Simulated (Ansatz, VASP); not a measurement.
**Si in VASP and in Ansatz**

Contents of POSCAR:

```
Si
1.0
   -3.4271495440      3.4271495440      1.9795369371
    3.4271495440     -3.4271495440      1.9795369371
    3.4271495440      3.4271495440     -1.9795369371
Si
4
Direct
    0.1787531995      0.1787531995      0.3575063991
    0.8212468005      0.8212468005      0.6424936010
    0.1787531995      0.8212468005      0.0000000000
    0.8212468005      0.1787531995      0.0000000000
```

File INCAR.step1:

```
PREC = Accurate ; ENCUT = 520
ISMEAR = 0 ; SIGMA = 0.05
LREAL = F ; LASPH = T
NELM = 80 ; NBANDS = 16
GGA = PE ; ALGO = Normal
EDIFF = 1E-4 ; LWAVE = T
LCHARG = F
```

The input INCAR.step2:

```
PREC = Accurate ; ENCUT = 520
EDIFF = 1E-6 ; ISMEAR = 0
SIGMA = 0.05 ; LREAL = F
LASPH = T ; NELM = 80
ALGO = Normal ; ISIF = 2
LWAVE = F ; LCHARG = F
METAGGA = R2SCAN ; LMIXTAU = T
NBANDS = 16 ; ISTART = 1
```

The input KPOINTS:

```
Automatic mesh
0
Gamma
  10 10 10
```

Input for Ansatz:

```yaml
crystal:
  lattice:
    - [-3.427149544, 3.427149544, 1.9795369371]
    - [3.427149544, -3.427149544, 1.9795369371]
    - [3.427149544, 3.427149544, -1.9795369371]
  atoms:
    - { symbol: Si, position: [0.1787531995, 0.1787531995, 0.3575063991] }
    - { symbol: Si, position: [0.8212468005, 0.8212468005, 0.642493601] }
    - { symbol: Si, position: [0.1787531995, 0.8212468005, 0.0] }
    - { symbol: Si, position: [0.8212468005, 0.1787531995, 0.0] }
basis:
  ecutwfc: 500
kpoints:
  mp_grid: { grid: [10, 10, 10] }
hamiltonian:
  xc: r2scan
scf:
  occupations: { method: gaussian, width: 0.05 }
output:
  forces: true
  stress: true
  eigenvalues: true
```

Change from the starting cell: strain +0.030 along x and y, +0.030 along z, atoms carried along.

Alike in both runs: task single point; functional r2SCAN; k mesh 10 × 10 × 10; occupations gaussian, width 0.05 eV; no spin polarisation.

|  | VASP | Ansatz |
| --- | --- | --- |
| version | VASP 6.6.1 | Ansatz 0.2.0 |
| potentials or method | VASP PAW PBE potentials, release 64 (Si), cutoff 520 eV | scalar-relativistic, plane waves, PAW |
| valence electrons in the cell | 16 | 16 |

```csv
,VASP,Ansatz,Ansatz less VASP
gap on the k mesh at the Fermi level (eV),0.65,0.64,-0.010
least direct gap on the mesh (eV),0.67,0.66,-0.010
pressure (GPa),-6.7,-6.5,+0.18
"traceless stress, the component that is largest in VASP (GPa)",-0.25,-0.22,+0.029
rms of the force components (eV/Å),0.063,0.064,+0.0004
```

VASP's potentials were made for PBE, not for r2SCAN. Atom by atom the forces differ by 0.000 eV/Å (rms over components).
